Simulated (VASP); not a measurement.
Here is a VASP 6.6.1 calculation.

The input INCAR:

```
SYSTEM = P
ALGO = Normal ; EDIFF = 1E-7
ENCUT = 520 ; GGA = PS
ISIF = 2 ; ISMEAR = -1
LASPH = .True. ; LCHARG = .False.
LREAL = .False. ; LWAVE = .False.
NBANDS = 8 ; NELM = 100
PREC = Accurate ; SIGMA = 0.1
```

File KPOINTS:

```
k-points
0
Gamma
  14 14 14
  0 0 0
```

File POSCAR:

```
P
1.0
    0.0000000000      1.9103657965      1.9103657965
    1.9103657965      0.0000000000      1.9103657965
    1.9103657965      1.9103657965      0.0000000000
P
1
Direct
    0.0000000000      0.0000000000      0.0000000000
```

Potentials or basis: VASP PAW PBE potentials, release 64 (P).

Launch:

```bash
$ cat potpaw_PBE.64/P/POTCAR > POTCAR
$ mpirun -np 1 vasp_std > vasp.out
```

Question: Predict the pressure.

Answer: 0.1 GPa.

Caveat: the PAW data sets were made with another functional, which shifts forces and pressure a little.
